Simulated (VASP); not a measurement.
# Te (Fm-3m) in VASP: single point with PBE

Aim: the single point of Te with PBE.

Everything below comes from runs of VASP 6.6.1. Logs are shortened: lines on timing, memory, paths and dates and some standing lists are left out, and cuts for length are marked.

### Step 1. The cell of the first run

Symmetry: Fm-3m, No. 225, cubic system. The conventional cell has a = 6.462 Å, b = 6.462 Å, c = 6.462 Å, α = 90.00°, β = 90.00°, γ = 90.00°.

This isn't the form of Te at room conditions, which is trigonal, of chains.

### Step 2. Single point, PBE

INCAR

```
ALGO     = Normal         # electronic algorithm
EDIFF    = 1E-6           # SCF threshold, eV
ENCUT    = 500            # plane-wave cutoff, eV
GGA      = PE             # functional
GGA_COMPAT= False        
ISIF     = 2              # what is computed and relaxed
ISMEAR   = -1             # smearing method
LASPH    = True           # aspherical terms in the spheres
LCHARG   = False          # write CHGCAR
LREAL    = False          # projectors in reciprocal space
LWAVE    = False          # write WAVECAR
NBANDS   = 9              # bands
NELM     = 120            # most SCF steps
PREC     = Accurate       # precision mode
SIGMA    = 0.1            # smearing width, eV
```

KPOINTS

```
k-points
0
Gamma
  6 6 6
```

POSCAR

```
Te
1.0
    0.0000000000      3.2310000000      3.2310000000
    3.2310000000      0.0000000000      3.2310000000
    3.2310000000      3.2310000000      0.0000000000
Te
1
Direct
    0.5000000000      0.5000000000      0.5000000000
```

Potentials or basis: VASP PAW PBE potentials, release 64 (Te).

Run with:

```sh
cat potpaw_PBE.64/Te/POTCAR > POTCAR
mpirun -np 1 vasp_std > vasp.out
```

OUTCAR:

```text
EDIFF = 1E-6
   ENCUT = 500
   GGA = PE
   ISIF = 2
   ISMEAR = -1
   LASPH = True
   LREAL = False
   NELM = 120
   PREC = Accurate

 ion  position               nearest neighbor table
   1  0.500  0.500  0.500-

  LATTYP: Found a face centered cubic cell.
 ALAT       =     6.4620000000

  Lattice vectors:

 A1 = (   0.0000000000,   3.2310000000,   3.2310000000)
 A2 = (   3.2310000000,   0.0000000000,   3.2310000000)
 A3 = (   3.2310000000,   3.2310000000,   0.0000000000)

Analysis of symmetry for initial positions (statically):
=====================================================================
 Subroutine PRICEL returns:
 Original cell was already a primitive cell.

 Routine SETGRP: Setting up the symmetry group for a
 face centered cubic supercell.

 Subroutine GETGRP returns: Found 48 space group operations
 (whereof 48 operations were pure point group operations)
 out of a pool of 48 trial point group operations.

The static configuration has the point symmetry O_h .

Analysis of symmetry for dynamics (positions and initial velocities):
=====================================================================
 Subroutine PRICEL returns:
 Original cell was already a primitive cell.

 Routine SETGRP: Setting up the symmetry group for a
 face centered cubic supercell.

 Subroutine GETGRP returns: Found 48 space group operations
 (whereof 48 operations were pure point group operations)
 out of a pool of 48 trial point group operations.

The dynamic configuration has the point symmetry O_h .

 Subroutine INISYM returns: Found 48 space group operations
 (whereof 48 operations are pure point group operations),
 and found     1 'primitive' translations

----------------------------------------------------------------------------------------

                                     Primitive cell

  volume of cell :      67.4592

  direct lattice vectors                    reciprocal lattice vectors
     0.000000000  3.231000000  3.231000000    -0.154750851  0.154750851  0.154750851
     3.231000000  0.000000000  3.231000000     0.154750851 -0.154750851  0.154750851
     3.231000000  3.231000000  0.000000000     0.154750851  0.154750851 -0.154750851

  length of vectors
     4.569324020  4.569324020  4.569324020     0.268036337  0.268036337  0.268036337

[... 68 lines left out ...]
   NELM   =    120;   NELMIN=  2; NELMDL= -5     # of ELM steps
   EDIFF  = 0.1E-05   stopping-criterion for ELM
   LREAL  =      F    real-space projection
   EDIFFG = 0.1E-04   stopping-criterion for IOM
   NSW    =      0    number of steps for IOM
   IBRION =     -1    ionic relax: 0-MD 1-quasi-New 2-CG
   NFREE  =      0    steps in history (QN), initial steepest desc. (CG)
   ISIF   =      2    stress and relaxation
   ISYM   =      2    0-nonsym 1-usesym 2-fastsym
   POTIM  = 0.5000    time-step for ionic-motion
   TEBEG  =    0.0;   TEEND  =   0.0 temperature during run
   PSTRESS=    0.0 pullay stress
   NELECT =       6.0000    total number of electrons
   NUPDOWN=      -1.0000    fix difference up-down
   EMIN   =  10.00;   EMAX   =-10.00  energy-range for DOS
   EFERMI =   0.00;   METHOD = LEGACY
   ISMEAR =    -1;   SIGMA  =   0.10  broadening in eV -4-tet -1-fermi 0-gaus
   EFERMI_NEDOS =   21; number of points for ismear=-14 and -15
   IALGO  =     38    algorithm
   IMIX   =      4    mixing-type and parameters
     AMIX     =   0.40;   BMIX     =  1.00
     AMIX_MAG =   1.60;   BMIX_MAG =  1.00
  volume/ion in A,a.u.               =      67.46       455.24
  Fermi-wavevector in a.u.,A,eV,Ry     =   0.730766  1.380947  7.265767  0.534019
  Thomas-Fermi vector in A             =   1.822817
   LORBIT       =      0    0 simple, 1 ext, 2 COOP (PROOUT), +10 PAW based schemes
   GGA     = PE    functional components
   LHFCALC =     F    Hartree Fock is set to
   AEXX    =    0.0000 exact exchange contribution
   IVDW    =     0    specifies the selected vdW correction
   LEPSILON=     F    determine dielectric tensor
   LRPA    =     F    only Hartree local field effects (RPA)
 non-spin polarized calculation
  energy-cutoff  :      500.00
  volume of cell :       67.46
 maximum number of plane-waves:      1736
 NGX is ok and might be reduce to    36
   NGX = 17   NGY = 17   NGZ = 17

 number of electron       6.0000000 magnetization

 Free energy of the ion-electron system (eV)
  ---------------------------------------------------
  ext. energy  EPLUGINS =         0.00000000
  ---------------------------------------------------
  free energy    TOTEN  =        -1.26720239 eV

  energy without entropy =       -1.13063421  energy(sigma->0) =       -1.19891830

 E-fermi :  -0.4407     XC(G=0):  -6.5358

 val. band max:       -0.4739433993   @ k =   0.3333   0.3333   0.0000
 cond. band min:      -0.3735083212   @ k =   0.5000   0.3333   0.1667
 fundamental gap:      0.1004350781
 Fermi energy:        -0.4406906030

 k-point     1 :       0.0000    0.0000    0.0000
  band No.  band energies     occupation
      1     -10.4214      2.00000
      2       0.1408      0.00595
      3       0.1408      0.00595
      4       0.1408      0.00595
      5       4.2977      0.00000
      6       8.1343      0.00000
      7       8.1343      0.00000
      8       8.1343      0.00000
      9      10.1659      0.00000
[... 169 lines left out ...]
 k-point    16 :      -0.3333    0.5000    0.1667
  band No.  band energies     occupation
      1      -9.9468      2.00000
      2      -1.6392      1.99999
      3      -1.0353      1.99478
      4      -0.7525      1.91526
      5       5.7233      0.00000
      6       6.6046      0.00000
      7       8.7966      0.00000
      8       9.2679      0.00000
      9      12.4211      0.00000

------------------------ aborting loop because EDIFF is reached ----------------------------------------

  FORCE on cell =-STRESS in cart. coord.  units (eV):
  Direction    XX          YY          ZZ          XY          YZ          ZX
  --------------------------------------------------------------------------------------
  -------------------------------------------------------------------------------------
  Total       -1.7739212     -1.7739212     -1.7739212      0.0000000     -0.0000000      0.0000000
  in kB      -42.1312200    -42.1312200    -42.1312200      0.0000000     -0.0000000      0.0000000
  external PRESSURE =     -42.1312200 kB  Pullay stress =       0.0000000 kB

 VOLUME and BASIS-vectors are now :
 -----------------------------------------------------------------------------
  energy-cutoff  :      500.00
  volume of cell :       67.46
      direct lattice vectors                 reciprocal lattice vectors
     0.000000000  3.231000000  3.231000000    -0.154750851  0.154750851  0.154750851
     3.231000000  0.000000000  3.231000000     0.154750851 -0.154750851  0.154750851
     3.231000000  3.231000000  0.000000000     0.154750851  0.154750851 -0.154750851

 POSITION                                       TOTAL-FORCE (eV/Angst)
 -----------------------------------------------------------------------------------
      3.23100      3.23100      3.23100        -0.000000     -0.000000      0.000000
 -----------------------------------------------------------------------------------
    total drift:                                0.000000      0.000000      0.000000

  FREE ENERGIE OF THE ION-ELECTRON SYSTEM (eV)
  ---------------------------------------------------
  free  energy   TOTEN  =        -1.2672023938 eV

  energy  without entropy=       -1.1306342146  energy(sigma->0) =       -1.19891830
```

OSZICAR:

```text
N       E                     dE             d eps       ncg     rms          rms(c)
DAV:   1     0.192684277121E+02    0.19268E+02   -0.21051E+03   288   0.471E+02
DAV:   2    -0.499992584916E+00   -0.19768E+02   -0.19595E+02   372   0.631E+01
DAV:   3    -0.126360357417E+01   -0.76361E+00   -0.74420E+00   316   0.162E+01
DAV:   4    -0.127553281952E+01   -0.11929E-01   -0.11925E-01   380   0.235E+00
DAV:   5    -0.127573091748E+01   -0.19810E-03   -0.19810E-03   333   0.276E-01    0.849E-01
DAV:   6    -0.126801755291E+01    0.77134E-02   -0.11083E-02   316   0.423E-01    0.586E-01
DAV:   7    -0.126669779103E+01    0.13198E-02   -0.16290E-02   298   0.527E-01    0.251E-01
DAV:   8    -0.126719789388E+01   -0.50010E-03   -0.10079E-03   314   0.148E-01    0.223E-02
DAV:   9    -0.126719723974E+01    0.65415E-06   -0.13808E-05   363   0.246E-02    0.884E-03
DAV:  10    -0.126720170161E+01   -0.44619E-05   -0.71361E-06   297   0.144E-02    0.595E-03
DAV:  11    -0.126720239375E+01   -0.69215E-06   -0.10214E-06   297   0.550E-03
   1 F= -.12672024E+01 E0= -.11989183E+01  d E =-.136568E+00
```

stdout:

```text
POSCAR found type information on POSCAR Te
 POSCAR found :  1 types and       1 ions
 scaLAPACK will be used
 LDA part: xc-table for (Slater+PW92), standard interpolation
 POSCAR, INCAR and KPOINTS ok, starting setup
 FFT: planning ... GRIDC
 FFT: planning ... GRID_SOFT
 FFT: planning ... GRID
 WAVECAR not read
 entering main loop
```

Wall time 12 s (1 thread of Intel Xeon 8259CL, shared host); peak memory 0.2 GiB.

What came out:

* Free energy: -1.2672 eV
* Pressure: -4.2 GPa
* Band gap on the k mesh: zero (bands 3 and 4 overlap by 0.89 eV)

Caveat: the cell stands under tension; spin-orbit coupling is left out, which moves the levels of the heavy elements.
